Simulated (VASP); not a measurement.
# BeTe (F-43m) in VASP: a series of runs

Runs on BeTe. Level: r2SCAN. Tasks: equation of state.

Program: VASP 6.6.1. These are calculated values, not measurements. Logs are shortened: lines on timing, memory, paths and dates and some standing lists are left out, and cuts for length are marked.

## Step 1: The cell of the first run

Symmetry: F-43m, No. 216, cubic system. The conventional cell has a = 5.540 Å, b = 5.540 Å, c = 5.540 Å, α = 90.00°, β = 90.00°, γ = 90.00°. Within 3.2 Å of Te (site symmetry -43m) lie 4 Be at 2.40 Å. Be (site symmetry -43m) has 4 Te at 2.40 Å within 3.2 Å.

## Step 2: Equation of state, r2SCAN

The input, POSCAR.step1:

```
BeTe
1.0
    0.0000000000      2.6940710486      2.6940710486
    2.6940710486      0.0000000000      2.6940710486
    2.6940710486      2.6940710486      0.0000000000
Te Be
1 1
Direct
    0.7500000000      0.7500000000      0.7500000000
    0.0000000000      0.0000000000      0.0000000000
```

The input, POSCAR.step2:

```
BeTe
1.0
    0.0000000000      2.7325629784      2.7325629784
    2.7325629784      0.0000000000      2.7325629784
    2.7325629784      2.7325629784      0.0000000000
Te Be
1 1
Direct
    0.7500000000      0.7500000000      0.7500000000
    0.0000000000      0.0000000000      0.0000000000
```

The input, POSCAR.step3:

```
BeTe
1.0
    0.0000000000      2.7700000000      2.7700000000
    2.7700000000      0.0000000000      2.7700000000
    2.7700000000      2.7700000000      0.0000000000
Te Be
1 1
Direct
    0.7500000000      0.7500000000      0.7500000000
    0.0000000000      0.0000000000      0.0000000000
```

The input, POSCAR.step4:

```
BeTe
1.0
    0.0000000000      2.8064515486      2.8064515486
    2.8064515486      0.0000000000      2.8064515486
    2.8064515486      2.8064515486      0.0000000000
Te Be
1 1
Direct
    0.7500000000      0.7500000000      0.7500000000
    0.0000000000      0.0000000000      0.0000000000
```

The input, POSCAR.step5:

```
BeTe
1.0
    0.0000000000      2.8419800234      2.8419800234
    2.8419800234      0.0000000000      2.8419800234
    2.8419800234      2.8419800234      0.0000000000
Te Be
1 1
Direct
    0.7500000000      0.7500000000      0.7500000000
    0.0000000000      0.0000000000      0.0000000000
```

The input, INCAR:

```
SYSTEM = BeTe
METAGGA = R2SCAN ; ISMEAR = 0
SIGMA = 0.03 ; LWAVE = .FALSE.
LCHARG = .FALSE. ; ISIF = 2
NSW = 0 ; PREC = Accurate
LASPH = .TRUE. ; LREAL = .FALSE.
ALGO = Normal ; EDIFF = 1E-6
NELM = 120 ; GGA_COMPAT = .FALSE.
ENCUT = 320 ; EFERMI = MIDGAP
LMIXTAU = .TRUE.
```

The input, KPOINTS:

```
Automatic mesh
0
Gamma
  7 7 7
  0 0 0
```

Potentials or basis: VASP PAW PBE potentials, release 64 (Te, Be).

The run is started by

```
$ cat potpaw_PBE.64/Te/POTCAR potpaw_PBE.64/Be/POTCAR > POTCAR
$ cp POSCAR.step1 POSCAR
$ mpirun -np 1 vasp_std > vasp.out
$ cp POSCAR.step2 POSCAR
$ mpirun -np 1 vasp_std > vasp.out
$ cp POSCAR.step3 POSCAR
$ mpirun -np 1 vasp_std > vasp.out
$ cp POSCAR.step4 POSCAR
$ mpirun -np 1 vasp_std > vasp.out
$ cp POSCAR.step5 POSCAR
$ mpirun -np 1 vasp_std > vasp.out
```

OUTCAR:

```text
SYSTEM = BeTe
   METAGGA = R2SCAN
   ISMEAR = 0
   ISIF = 2
   NSW = 0
   PREC = Accurate
   LASPH = .TRUE.
   LREAL = .FALSE.
   EDIFF = 1E-6
   NELM = 120
   ENCUT = 320
   EFERMI = MIDGAP

 Found     20 irreducible k-points:

 Following reciprocal coordinates:
            Coordinates               Weight
  0.000000  0.000000  0.000000      1.000000
  0.142857  0.000000  0.000000      8.000000
  0.285714  0.000000  0.000000      8.000000
  0.428571  0.000000  0.000000      8.000000
  0.142857  0.142857  0.000000      6.000000
  0.285714  0.142857  0.000000     24.000000
   k-points           NKPTS =     20   k-points in BZ     NKDIM =     20   number of bands    NBANDS=      8
   number of dos      NEDOS =    301   number of ions     NIONS =      2
   total plane-waves  NPLWV =  13824
   dimension x,y,z NGX =    24 NGY =   24 NGZ =   24
   dimension x,y,z NGXF=    48 NGYF=   48 NGZF=   48
   ions per type =               1   1
   NGX,Y,Z   is equivalent  to a cutoff of   9.93,  9.93,  9.93 a.u.
   NGXF,Y,Z  is equivalent  to a cutoff of  19.85, 19.85, 19.85 a.u.
 SYSTEM =  BeTe
   PREC   = accura    normal or accurate (medium, high low for compatibility)
   ISTART =      0    job   : 0-new  1-cont  2-samecut
   ICHARG =      2    charge: 1-file 2-atom 10-const
   ISPIN  =      1    spin polarized calculation?
   LNONCOLLINEAR =      F non collinear calculations
   LSORBIT =      F    spin-orbit coupling
   LASPH  =      T    aspherical Exc in radial PAW
   ENCUT  =  320.0 eV  23.52 Ry    4.85 a.u.   5.86  5.86  5.86*2*pi/ulx,y,z
   NELM   =    120;   NELMIN=  2; NELMDL=  0     # of ELM steps
   EDIFF  = 0.1E-05   stopping-criterion for ELM
   LREAL  =      F    real-space projection
   EDIFFG = 0.1E-04   stopping-criterion for IOM
   NSW    =      0    number of steps for IOM
   IBRION =     -1    ionic relax: 0-MD 1-quasi-New 2-CG
   NFREE  =      0    steps in history (QN), initial steepest desc. (CG)
   ISIF   =      2    stress and relaxation
   ISYM   =      2    0-nonsym 1-usesym 2-fastsym
   POTIM  = 0.5000    time-step for ionic-motion
   TEBEG  =    0.0;   TEEND  =   0.0 temperature during run

   SCALEE = 1.0000    scale energy and forces
   PSTRESS=    0.0 pullay stress
   NELECT =       8.0000    total number of electrons
   NUPDOWN=      -1.0000    fix difference up-down
   EMIN   =  10.00;   EMAX   =-10.00  energy-range for DOS
   EFERMI =   0.00;   METHOD = MIDGAP
   ISMEAR =     0;   SIGMA  =   0.03  broadening in eV -4-tet -1-fermi 0-gaus
   EFERMI_NEDOS =   21; number of points for ismear=-14 and -15
   IALGO  =     38    algorithm
   IMIX   =      4    mixing-type and parameters
     AMIX     =   0.40;   BMIX     =  1.00
     AMIX_MAG =   1.60;   BMIX_MAG =  1.00
  volume/ion in A,a.u.               =      22.95       154.90
  Fermi-wavevector in a.u.,A,eV,Ry     =   0.914409  1.727982 11.376426  0.836144
  Thomas-Fermi vector in A             =   2.039032
   LORBIT       =      0    0 simple, 1 ext, 2 COOP (PROOUT), +10 PAW based schemes
   METAGGA = R2SCAN    functional components
   LHFCALC =     F    Hartree Fock is set to
   AEXX    =    0.0000 exact exchange contribution
   IVDW    =     0    specifies the selected vdW correction
   LEPSILON=     F    determine dielectric tensor
   LRPA    =     F    only Hartree local field effects (RPA)

   CSHIFT  =0.1000    complex shift for real part using Kramers Kronig

   OMEGAMAX=  -1.0    maximum frequency
 non-spin polarized calculation
 Gauss-broadening in eV      SIGMA  =   0.03
  energy-cutoff  :      320.00
  volume of cell :       45.91
 maximum number of plane-waves:       609
   NGX = 11   NGY = 11   NGZ = 11

 number of electron       7.9999998 magnetization

 Free energy of the ion-electron system (eV)
  ---------------------------------------------------
  ext. energy  EPLUGINS =         0.00000000
  ---------------------------------------------------
  free energy    TOTEN  =       -30.67935312 eV

  energy without entropy =      -30.67935312  energy(sigma->0) =      -30.67935312

 E-fermi :   5.8541     XC(G=0):  -9.3637

 val. band max:        4.6301386982   @ k =   0.0000   0.0000   0.0000
 cond. band min:       7.0780244551   @ k =   0.4286   0.4286   0.0000
 fundamental gap:      2.4478857569
 Fermi energy:         5.8540815767

 k-point     1 :       0.0000    0.0000    0.0000
  band No.  band energies     occupation
      1      -7.9699      2.00000
      2       4.6301      2.00000
      3       4.6301      2.00000
      4       4.6301      2.00000
      5       8.6731      0.00000
      6       8.6731      0.00000
      7       8.6731      0.00000
      8       8.9243      0.00000

 k-point     2 :       0.1429    0.0000    0.0000
  band No.  band energies     occupation
      1      -7.7733      2.00000
      2       3.0490      2.00000
      3       4.3439      2.00000
      4       4.3439      2.00000
      5       8.5832      0.00000
      6       9.1022      0.00000
      7       9.1022      0.00000
      8      10.4736      0.00000

 k-point     3 :       0.2857    0.0000    0.0000
  band No.  band energies     occupation
      1      -7.2507      2.00000
      2       0.7819      2.00000
      3       3.8535      2.00000
      4       3.8535      2.00000
      5       8.3017      0.00000
      6       9.6383      0.00000
      7       9.6383      0.00000
      8      12.6502      0.00000

 k-point     4 :       0.4286    0.0000    0.0000
  band No.  band energies     occupation
      1      -6.6963      2.00000
      2      -0.7331      2.00000
      3       3.5463      2.00000
      4       3.5463      2.00000
      5       8.1269      0.00000
      6       9.6754      0.00000
      7       9.6754      0.00000
      8      13.1281      0.00000

 k-point     5 :       0.1429    0.1429    0.0000
  band No.  band energies     occupation
      1      -7.7073      2.00000
      2       3.2939      2.00000
      3       3.8410      2.00000
      4       3.8410      2.00000
      5       8.2042      0.00000
      6       9.8768      0.00000
      7       9.8768      0.00000
      8      10.0210      0.00000

 k-point     6 :       0.2857    0.1429    0.0000
  band No.  band energies     occupation
      1      -7.2891      2.00000
      2       1.4581      2.00000
      3       3.3145      2.00000
      4       3.4122      2.00000
      5       8.3624      0.00000
      6       9.7933      0.00000
      7      10.6980      0.00000
      8      10.8666      0.00000

 [... further k-points ...]

------------------------ aborting loop because EDIFF is reached ----------------------------------------

  FORCE on cell =-STRESS in cart. coord.  units (eV):
  Direction    XX          YY          ZZ          XY          YZ          ZX
  --------------------------------------------------------------------------------------
  -------------------------------------------------------------------------------------
  Total       -0.1824023     -0.1824023     -0.1824023     -0.0000000     -0.0000000      0.0000000
  in kB       -6.3657255     -6.3657255     -6.3657255     -0.0000000     -0.0000000      0.0000000
  external PRESSURE =      -6.3657255 kB  Pullay stress =       0.0000000 kB

 VOLUME and BASIS-vectors are now :
 -----------------------------------------------------------------------------
  energy-cutoff  :      320.00
  volume of cell :       45.91
      direct lattice vectors                 reciprocal lattice vectors
     0.000000000  2.841980023  2.841980023    -0.175933679  0.175933679  0.175933679
     2.841980023  0.000000000  2.841980023     0.175933679 -0.175933679  0.175933679
     2.841980023  2.841980023  0.000000000     0.175933679  0.175933679 -0.175933679

 POSITION                                       TOTAL-FORCE (eV/Angst)
 -----------------------------------------------------------------------------------
      4.26297      4.26297      4.26297        -0.000000     -0.000000     -0.000000
      0.00000      0.00000      0.00000         0.000000      0.000000      0.000000
 -----------------------------------------------------------------------------------
    total drift:                               -0.000000     -0.000000     -0.000000

  FREE ENERGIE OF THE ION-ELECTRON SYSTEM (eV)
  ---------------------------------------------------
  free  energy   TOTEN  =       -30.6793531182 eV

  energy  without entropy=      -30.6793531182  energy(sigma->0) =      -30.67935312
```

It took 68 s on 1 thread of AMD EPYC 9R45 (Zen 5), shared host; peak memory 0.11 GiB.

What came out:

```yaml
Equilibrium_volume: 22.71 Å³/atom
Bulk_modulus: 60 GPa
Pressure_derivative_of_the_bulk_modulus: "3.8 (rough: it moves with the points fitted)"
```

Energy against volume, from the lowest point:
| volume (Å³/atom) | energy (meV/atom) |
| --- | --- |
| 19.554 | 103.45 |
| 20.404 | 51.37 |
| 21.254 | 18.90 |
| 22.104 | 2.66 |
| 22.954 | 0.00 |

Caveat: the PAW data sets were made with another functional, which shifts forces and pressure a little; spin-orbit coupling is left out, which moves the levels of the heavy elements.

[end of part 1 of 2]
